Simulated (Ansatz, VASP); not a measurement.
**Two plane-wave programs on Al**

File INCAR:

```
  ALGO = Fast
  EDIFF = 1E-6
  ENCUT = 520
  GGA = PS
  ISIF = 2
  ISMEAR = 0
  IVDW = 12
  LASPH = True
  LCHARG = False
  LREAL = False
  LWAVE = False
  NBANDS = 14
  NELM = 80
  PREC = Accurate
  SIGMA = 0.15
```

Contents of KPOINTS:

```
k-points
0
Gamma
  18 18 6
```

Contents of POSCAR:

```
Al
1.0
    2.7819765795      0.0000000000      0.0000000000
   -1.3909882897      2.4092623906      0.0000000000
    0.0000000000      0.0000000000      9.1303087794
Al
4
Direct
    0.0000000000      0.0000000000      0.0000000000
    0.3333333333      0.6666666667      0.2500000000
    0.0000000000      0.0000000000      0.5000000000
    0.6666666667      0.3333333333      0.7500000000
```

Input for Ansatz:

```yaml
crystal:
  lattice:
    - [2.7819765795, 0.0, 0.0]
    - [-1.3909882897, 2.4092623906, 0.0]
    - [0.0, 0.0, 9.1303087794]
  atoms:
    - { symbol: Al, position: [0.0, 0.0, 0.0] }
    - { symbol: Al, position: [0.3333333333, 0.6666666667, 0.25] }
    - { symbol: Al, position: [0.0, 0.0, 0.5] }
    - { symbol: Al, position: [0.6666666667, 0.3333333333, 0.75] }
basis:
  ecutwfc: 420
kpoints:
  mp_grid: { grid: [18, 18, 6] }
hamiltonian:
  xc: pbesol
  pseudopotentials: { kind: paw, azcp: { folder: soft_1 } }
  dispersion: d3bj
scf:
  occupations: { method: gaussian, width: 0.15 }
output:
  forces: true
  stress: true
  eigenvalues: true
```

Alike in both runs: task single point; functional PBEsol; dispersion D3(BJ); k mesh 18 × 18 × 6; occupations gaussian, width 0.15 eV; no spin polarisation.

|  | VASP | Ansatz |
| --- | --- | --- |
| version | VASP 6.6.1 | Ansatz 0.2.0 |
| potentials or method | VASP PAW PBE potentials, release 64 (Al), cutoff 520 eV | scalar-relativistic, plane waves, PAW |
| valence electrons in the cell | 12 | 12 |

```csv
,VASP,Ansatz,Ansatz less VASP
gap on the k mesh at the Fermi level (eV),none,none,-
pressure (GPa),2.0,1.9,-0.11
```

VASP's potentials were made for PBE, not for PBEsol, and Ansatz warns of the same on its side. A gap of «none» marks a metal or a gap that the smearing closes.
